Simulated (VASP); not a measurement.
# Sc3F (Pm-3m) in VASP: further runs

Sc3F is run at these levels: r2SCAN; tasks: relaxation of cell and atoms, single point.

Everything below comes from runs of VASP 6.6.1. Logs are shortened: lines on timing, memory, paths and dates and some standing lists are left out, and cuts for length are marked.

**1. The cell of the first run**

The structure is cubic, space group Pm-3m (No. 221). The conventional cell has a = 4.061 Å, b = 4.061 Å, c = 4.061 Å, α = 90.00°, β = 90.00°, γ = 90.00°. Within 3.8 Å of Sc (site symmetry 4/mmm) lie 8 Sc at 2.87 Å and 4 F at 2.87 Å. Within 3.8 Å of F (site symmetry m-3m) lie 12 Sc at 2.87 Å.

**2. Relaxation of cell and atoms, r2SCAN**

Contents of POSCAR:

```
Sc3F
1.0
    4.0611657916      0.0000000000      0.0000000000
    0.0000000000      4.0611657916      0.0000000000
    0.0000000000      0.0000000000      4.0611657916
Sc F
3 1
Direct
    0.0000000000      0.5000000000      0.5000000000
    0.5000000000      0.0000000000      0.5000000000
    0.5000000000      0.5000000000      0.0000000000
    0.0000000000      0.0000000000      0.0000000000
```

Contents of INCAR.step1:

```
  PREC = Accurate
  ENCUT = 600
  ISMEAR = 0
  SIGMA = 0.1
  LREAL = False
  LASPH = True
  NELM = 80
  GGA = PE
  ALGO = Normal
  EDIFF = 1E-4
  LWAVE = True
  LCHARG = False
```

Contents of INCAR.step2:

```
  PREC = Accurate
  ENCUT = 600
  EDIFF = 1E-6
  ISMEAR = 0
  SIGMA = 0.1
  LREAL = False
  LASPH = True
  NELM = 80
  ALGO = Normal
  ISIF = 3
  LWAVE = False
  LCHARG = False
  METAGGA = R2SCAN
  LMIXTAU = True
  IBRION = 2
  NSW = 90
  EDIFFG = -0.04
  ISTART = 1
```

Contents of KPOINTS:

```
regular mesh
0
Gamma
  4 4 4
```

Potentials or basis: VASP PAW PBE potentials, release 64 (Sc_sv, F).

Started as:

```console
$ cat potpaw_PBE.64/Sc_sv/POTCAR potpaw_PBE.64/F/POTCAR > POTCAR
$ cp INCAR.step1 INCAR
$ mpirun -np 1 vasp_std > vasp.out
$ cp INCAR.step2 INCAR
$ mpirun -np 1 vasp_std > vasp.out
```

OUTCAR:

```text
PREC = Accurate
   ENCUT = 600
   EDIFF = 1E-6
   ISMEAR = 0
   LREAL = False
   LASPH = True
   NELM = 80
   ISIF = 3
   METAGGA = R2SCAN
   IBRION = 2
   NSW = 90
   EDIFFG = -0.04
   ISTART = 1

 ion  position               nearest neighbor table
   1  0.000  0.500  0.500-   2 2.87   3 2.87   3 2.87   2 2.87   2 2.87   3 2.87   3 2.87   2 2.87

   2  0.500  0.000  0.500-   1 2.87   3 2.87   3 2.87   1 2.87   3 2.87   3 2.87   1 2.87   1 2.87

   3  0.500  0.500  0.000-   1 2.87   2 2.87   1 2.87   2 2.87   2 2.87   2 2.87   1 2.87   1 2.87

   4  0.000  0.000  0.000-

  LATTYP: Found a simple cubic cell.
 ALAT       =     4.0611657916

  Lattice vectors:

 A1 = (   4.0611657916,   0.0000000000,   0.0000000000)
 A2 = (   0.0000000000,   4.0611657916,   0.0000000000)
 A3 = (   0.0000000000,   0.0000000000,   4.0611657916)

Analysis of symmetry for initial positions (statically):
=====================================================================
 Subroutine PRICEL returns:
 Original cell was already a primitive cell.

 Routine SETGRP: Setting up the symmetry group for a
 simple cubic supercell.

 Subroutine GETGRP returns: Found 48 space group operations
 (whereof 48 operations were pure point group operations)
 out of a pool of 48 trial point group operations.

The static configuration has the point symmetry O_h .

Analysis of symmetry for dynamics (positions and initial velocities):
=====================================================================
 Subroutine PRICEL returns:
 Original cell was already a primitive cell.

 Routine SETGRP: Setting up the symmetry group for a
 simple cubic supercell.

 Subroutine GETGRP returns: Found 48 space group operations
 (whereof 48 operations were pure point group operations)
 out of a pool of 48 trial point group operations.

The dynamic configuration has the point symmetry O_h .

 Subroutine INISYM returns: Found 48 space group operations
 (whereof 48 operations are pure point group operations),
 and found     1 'primitive' translations

----------------------------------------------------------------------------------------

                                     Primitive cell

  volume of cell :      66.9811

  direct lattice vectors                    reciprocal lattice vectors
     4.061165792  0.000000000  0.000000000     0.246234715  0.000000000  0.000000000
     0.000000000  4.061165792  0.000000000     0.000000000  0.246234715  0.000000000
     0.000000000  0.000000000  4.061165792     0.000000000  0.000000000  0.246234715

  length of vectors
     4.061165792  4.061165792  4.061165792     0.246234715  0.246234715  0.246234715

  position of ions in fractional coordinates (direct lattice)
     0.000000000  0.500000000  0.500000000
     0.500000000  0.000000000  0.500000000
     0.500000000  0.500000000  0.000000000
     0.000000000  0.000000000  0.000000000

  ion indices of the primitive-cell ions
   primitive index   ion index
                 1           1
                 2           2
                 3           3
                 4           4

----------------------------------------------------------------------------------------

 KPOINTS: regular mesh

Automatic generation of k-mesh.
 Grid dimensions read from file:
 generate k-points for:    4    4    4

 Generating k-lattice:

  Cartesian coordinates                     Fractional coordinates (reciprocal lattice)
     0.061558679  0.000000000  0.000000000     0.250000000  0.000000000  0.000000000
     0.000000000  0.061558679  0.000000000     0.000000000  0.250000000  0.000000000
     0.000000000  0.000000000  0.061558679     0.000000000  0.000000000  0.250000000

  Length of vectors
     0.061558679  0.061558679  0.061558679

  Shift w.r.t. Gamma in fractional coordinates (k-lattice)
     0.000000000  0.000000000  0.000000000

 Subroutine IBZKPT returns following result:
 ===========================================

 Found     10 irreducible k-points:

 Following reciprocal coordinates:
            Coordinates               Weight
  0.000000  0.000000  0.000000      1.000000
  0.250000  0.000000  0.000000      6.000000
  0.500000  0.000000  0.000000      3.000000
  0.250000  0.250000  0.000000     12.000000
  0.500000  0.250000  0.000000     12.000000
  0.500000  0.500000  0.000000      3.000000
  0.250000  0.250000  0.250000      8.000000
  0.500000  0.250000  0.250000     12.000000
  0.500000  0.500000  0.250000      6.000000
  0.500000  0.500000  0.500000      1.000000
   k-points           NKPTS =     10   k-points in BZ     NKDIM =     10   number of bands    NBANDS=     24
   number of dos      NEDOS =    301   number of ions     NIONS =      4
   total plane-waves  NPLWV =  32768
   dimension x,y,z NGX =    32 NGY =   32 NGZ =   32
   dimension x,y,z NGXF=    64 NGYF=   64 NGZF=   64
   ions per type =               3   1
   NGX,Y,Z   is equivalent  to a cutoff of  13.10, 13.10, 13.10 a.u.
   NGXF,Y,Z  is equivalent  to a cutoff of  26.20, 26.20, 26.20 a.u.
 SYSTEM =  unknown system
   PREC   = accura    normal or accurate (medium, high low for compatibility)
   ISTART =      1    job   : 0-new  1-cont  2-samecut
   ICHARG =      0    charge: 1-file 2-atom 10-const
   ISPIN  =      1    spin polarized calculation?
   LNONCOLLINEAR =      F non collinear calculations
   LSORBIT =      F    spin-orbit coupling
   LASPH  =      T    aspherical Exc in radial PAW
   ENCUT  =  600.0 eV  44.10 Ry    6.64 a.u.   8.11  8.11  8.11*2*pi/ulx,y,z
   NELM   =     80;   NELMIN=  2; NELMDL=  0     # of ELM steps
   EDIFF  = 0.1E-05   stopping-criterion for ELM
   LREAL  =      F    real-space projection
   EDIFFG = -.4E-01   stopping-criterion for IOM
   NSW    =     90    number of steps for IOM
   IBRION =      2    ionic relax: 0-MD 1-quasi-New 2-CG
   NFREE  =      1    steps in history (QN), initial steepest desc. (CG)
   ISIF   =      3    stress and relaxation
   ISYM   =      2    0-nonsym 1-usesym 2-fastsym
   POTIM  = 0.5000    time-step for ionic-motion
   TEBEG  =    0.0;   TEEND  =   0.0 temperature during run
   PSTRESS=    0.0 pullay stress
   NELECT =      40.0000    total number of electrons
   NUPDOWN=      -1.0000    fix difference up-down
   EMIN   =  10.00;   EMAX   =-10.00  energy-range for DOS
   EFERMI =   0.00;   METHOD = LEGACY
   ISMEAR =     0;   SIGMA  =   0.10  broadening in eV -4-tet -1-fermi 0-gaus
   EFERMI_NEDOS =   21; number of points for ismear=-14 and -15
   IALGO  =     38    algorithm
   IMIX   =      4    mixing-type and parameters
     AMIX     =   0.40;   BMIX     =  1.00
     AMIX_MAG =   1.60;   BMIX_MAG =  1.00
  volume/ion in A,a.u.               =      16.75       113.00
  Fermi-wavevector in a.u.,A,eV,Ry     =   1.378619  2.605211 25.859084  1.900589
  Thomas-Fermi vector in A             =   2.503663
   LORBIT       =      0    0 simple, 1 ext, 2 COOP (PROOUT), +10 PAW based schemes
   METAGGA = R2SCAN    functional components
   LHFCALC =     F    Hartree Fock is set to
   AEXX    =    0.0000 exact exchange contribution
   IVDW    =     0    specifies the selected vdW correction
   LEPSILON=     F    determine dielectric tensor
   LRPA    =     F    only Hartree local field effects (RPA)
 conjugate gradient relaxation of ions
 non-spin polarized calculation
 Gauss-broadening in eV      SIGMA  =   0.10
  energy-cutoff  :      600.00
  volume of cell :       66.98
 maximum number of plane-waves:      2272
   NGX = 17   NGY = 17   NGZ = 17

--------------------------------------- Ionic step        1  -------------------------------------------

 number of electron      40.0000029 magnetization

 Free energy of the ion-electron system (eV)
  ---------------------------------------------------
  ext. energy  EPLUGINS =         0.00000000
  ---------------------------------------------------
  free energy    TOTEN  =       -36.48432537 eV

  energy without entropy =      -36.45871261  energy(sigma->0) =      -36.47151899

 E-fermi :   5.4249     XC(G=0): -11.4473

 val. band max:        5.3803252978   @ k =   0.2500   0.2500   0.2500
 cond. band min:       5.4377242614   @ k =   0.5000   0.5000   0.2500
 fundamental gap:      0.0573989636
 Fermi energy:         5.4249014546

 k-point     1 :       0.0000    0.0000    0.0000
  band No.  band energies     occupation
      1     -45.7469      2.00000
      2     -45.4587      2.00000
      3     -45.4587      2.00000
      4     -23.8133      2.00000
      5     -23.8133      2.00000
      6     -23.8133      2.00000
[... 16 lines left out ...]
     23       4.7552      2.00000
     24       8.7608      0.00000

 k-point     2 :       0.2500    0.0000    0.0000
  band No.  band energies     occupation
      1     -45.7102      2.00000
      2     -45.4954      2.00000
      3     -45.4581      2.00000
      4     -23.7405      2.00000
      5     -23.7405      2.00000
      6     -23.7190      2.00000
[... 283 lines left out ...]
 VOLUME and BASIS-vectors are now :
 -----------------------------------------------------------------------------
  energy-cutoff  :      600.00
  volume of cell :       85.67
      direct lattice vectors                 reciprocal lattice vectors
     4.408275844 -0.000000000  0.000000000     0.226846059 -0.000000000  0.000000000
     0.000000000  4.408275844  0.000000000     0.000000000  0.226846059  0.000000000
    -0.000000000 -0.000000000  4.408275844    -0.000000000 -0.000000000  0.226846059

 POSITION                                       TOTAL-FORCE (eV/Angst)
 -----------------------------------------------------------------------------------
     -0.00000      2.20414      2.20414        -0.000000     -0.000000     -0.000000
      2.20414     -0.00000      2.20414        -0.000000      0.000000     -0.000000
      2.20414      2.20414      0.00000         0.000000     -0.000000      0.000000
      0.00000      0.00000      0.00000         0.000000     -0.000000     -0.000000
 -----------------------------------------------------------------------------------
    total drift:                                0.000000     -0.000000     -0.000000

  FREE ENERGIE OF THE ION-ELECTRON SYSTEM (eV)
  ---------------------------------------------------
  free  energy   TOTEN  =       -37.3744666340 eV

  energy  without entropy=      -37.3216940089  energy(sigma->0) =      -37.34808032

--------------------------------------- Ionic step        3  -------------------------------------------

 number of electron      40.0000009 magnetization

 Free energy of the ion-electron system (eV)
  ---------------------------------------------------
  ext. energy  EPLUGINS =         0.00000000
  ---------------------------------------------------
  free energy    TOTEN  =       -37.37970931 eV

  energy without entropy =      -37.32262286  energy(sigma->0) =      -37.35116608

 E-fermi :   3.5301     XC(G=0): -10.1710

 val. band max:        3.5142552361   @ k =   0.2500   0.0000   0.0000
 cond. band min:       3.5310469622   @ k =   0.5000   0.0000   0.0000
 fundamental gap:      0.0167917261
 Fermi energy:         3.5300512464

 k-point     1 :       0.0000    0.0000    0.0000
  band No.  band energies     occupation
      1     -48.2795      2.00000
      2     -48.1801      2.00000
      3     -48.1801      2.00000
      4     -26.1168      2.00000
      5     -26.1168      2.00000
      6     -26.1168      2.00000
[... 16 lines left out ...]
     23       3.1938      2.00000
     24       6.1531      0.00000

 k-point     2 :       0.2500    0.0000    0.0000
  band No.  band energies     occupation
      1     -48.2668      2.00000
      2     -48.1927      2.00000
      3     -48.1800      2.00000
      4     -26.0869      2.00000
      5     -26.0869      2.00000
      6     -26.0773      2.00000
[... 245 lines left out ...]
 VOLUME and BASIS-vectors are now :
 -----------------------------------------------------------------------------
  energy-cutoff  :      600.00
  volume of cell :       87.87
      direct lattice vectors                 reciprocal lattice vectors
     4.445773880 -0.000000000  0.000000000     0.224932717 -0.000000000  0.000000000
     0.000000000  4.445773880  0.000000000     0.000000000  0.224932717  0.000000000
    -0.000000000 -0.000000000  4.445773880    -0.000000000 -0.000000000  0.224932717

 POSITION                                       TOTAL-FORCE (eV/Angst)
 -----------------------------------------------------------------------------------
     -0.00000      2.22289      2.22289        -0.000000     -0.000000      0.000000
      2.22289     -0.00000      2.22289        -0.000000      0.000000      0.000000
      2.22289      2.22289      0.00000         0.000000     -0.000000      0.000000
      0.00000      0.00000      0.00000         0.000000     -0.000000      0.000000
 -----------------------------------------------------------------------------------
    total drift:                                0.000000     -0.000000     -0.000000

  FREE ENERGIE OF THE ION-ELECTRON SYSTEM (eV)
  ---------------------------------------------------
  free  energy   TOTEN  =       -37.3797093070 eV

  energy  without entropy=      -37.3226228618  energy(sigma->0) =      -37.35116608

 reached required accuracy - stopping structural energy minimisation
```

Run time: 2.2 min. Hardware: 1 thread of Intel Xeon Platinum 8488C (Sapphire Rapids), shared host; peak memory 0.2 GiB.

Results:

```yaml
Free_energy: -37.3797 eV
Relaxed_volume: 21.97 Å³/atom
Relaxed_cell: a = 4.446 Å, b = 4.446 Å, c = 4.446 Å, α = 90.00°, β = 90.00°, γ = 90.00°
Space_group_after_relaxing_to_0.05_Å: Pm-3m (No. 221)
Energy_gained_by_relaxing: 223.8 meV/atom
Ionic_steps: 3
Pressure_after_relaxing: -0.2 GPa
Band_gap_on_the_k_mesh: zero (band 20 reaches 3.63 eV, above the bottom of band 21 at 3.19 eV)
```

The path:
| step | energy change (eV) | largest force (eV/Å) | pressure (GPa) | volume (Å³) |
| --- | --- | --- | --- | --- |
| 1 | 0.0000 | 0.0000 | 16.95 | 66.98 |
| 2 | -0.8901 | 0.0000 | 0.91 | 85.67 |
| 3 | -0.8954 | 0.0000 | -0.15 | 87.87 |

Final structure:
```xyz
4
Lattice="4.4458 0.0000 0.0000 0.0000 4.4458 0.0000 0.0000 0.0000 4.4458" Properties=species:S:1:pos:R:3 pbc="T T T"
Sc    0.0000    2.2229    2.2229
Sc    2.2229    0.0000    2.2229
Sc    2.2229    2.2229    0.0000
F     0.0000    0.0000    0.0000
```

Levels at points of the mesh, in eV from the Fermi level:
```csv
k point,band 16,band 17,band 18,band 19,band 20,band 21,band 22,band 23,band 24
"(0.00, 0.00, 0.00)",-5.22,-4.66,-1.21,-0.75,-0.75,-0.34,-0.34,-0.34,2.62
"(0.50, 0.00, 0.00)",-5.28,-2.71,-1.52,-0.16,0.00,0.43,0.88,0.88,0.90
"(0.50, 0.50, 0.00)",-5.31,-1.65,-0.58,-0.58,0.10,0.41,0.84,0.84,1.21
"(0.50, 0.50, 0.50)",-5.43,-1.40,-1.40,-1.40,-0.14,0.20,1.28,1.28,1.28
```

Caveat: the k points lie up to 0.35 Å⁻¹ apart in the final cell; the volume moved by over 15 % at a fixed basis, so the end points are rough; the PAW data sets were made with another functional, which shifts forces and pressure a little.

**3. Single point, r2SCAN**

This run uses another cell than the first one, of 22.14 Å³/atom, 1.322 times its volume.

Contents of POSCAR:

```
Sc3F
1.0
    4.4571684928      0.0000000000      0.0000000000
    0.0000000000      4.4571684928      0.0000000000
    0.0000000000      0.0000000000      4.4571684928
Sc F
3 1
Direct
    0.0000000000      0.5000000000      0.5000000000
    0.5000000000      0.0000000000      0.5000000000
    0.5000000000      0.5000000000      0.0000000000
    0.0000000000      0.0000000000      0.0000000000
```

Contents of INCAR.step1:

```
SYSTEM = Sc3F
ALGO = Normal
EDIFF = 1E-4
ENCUT = 520
GGA = PE
ISMEAR = 0
LASPH = .True.
LCHARG = .False.
LREAL = .False.
LWAVE = .True.
NBANDS = 28
NELM = 80
PREC = Accurate
SIGMA = 0.1
```

Contents of INCAR.step2:

```
SYSTEM = Sc3F
ALGO = Normal
EDIFF = 1E-6
ENCUT = 520
ISIF = 2
ISMEAR = 0
ISTART = 1
LASPH = .True.
LCHARG = .False.
LMIXTAU = .True.
LREAL = .False.
LWAVE = .False.
METAGGA = R2SCAN
NBANDS = 28
NELM = 80
PREC = Accurate
SIGMA = 0.1
```

Contents of KPOINTS:

```
k-points
0
Gamma
  10 10 10
  0 0 0
```

Potentials or basis: VASP PAW PBE potentials, release 64 (Sc_sv, F).

Started as:

```console
$ cat potpaw_PBE.64/Sc_sv/POTCAR potpaw_PBE.64/F/POTCAR > POTCAR
$ cp INCAR.step1 INCAR
$ mpirun -np 1 vasp_std > vasp.out
$ cp INCAR.step2 INCAR
$ mpirun -np 1 vasp_std > vasp.out
```

It took 6 min on 1 thread of Intel Xeon Platinum 8488C (Sapphire Rapids), shared host; peak memory 0.29 GiB.

Results (log left out):

```
Free energy            : -37.3724 eV
Pressure               : 0.0 GPa
Band gap on the k mesh : zero (band 20 reaches 3.64 eV, above the bottom of band 21 at 3.14 eV)
```

Levels at points of the mesh, in eV from the Fermi level:
| k point | band 17 | band 18 | band 19 | band 20 | band 21 | band 22 | band 23 | band 24 |
| --- | --- | --- | --- | --- | --- | --- | --- | --- |
| (0.00, 0.00, 0.00) | -4.64 | -1.19 | -0.74 | -0.74 | -0.34 | -0.34 | -0.34 | 2.58 |
| (0.50, 0.00, 0.00) | -2.68 | -1.52 | -0.14 | 0.00 | 0.43 | 0.86 | 0.86 | 0.89 |
| (0.50, 0.50, 0.00) | -1.65 | -0.58 | -0.58 | 0.10 | 0.40 | 0.84 | 0.84 | 1.19 |
| (0.50, 0.50, 0.50) | -1.40 | -1.40 | -1.40 | -0.15 | 0.19 | 1.26 | 1.26 | 1.26 |

Caveat: the PAW data sets were made with another functional, which shifts forces and pressure a little.

(Part 1 of 2 ends here.)
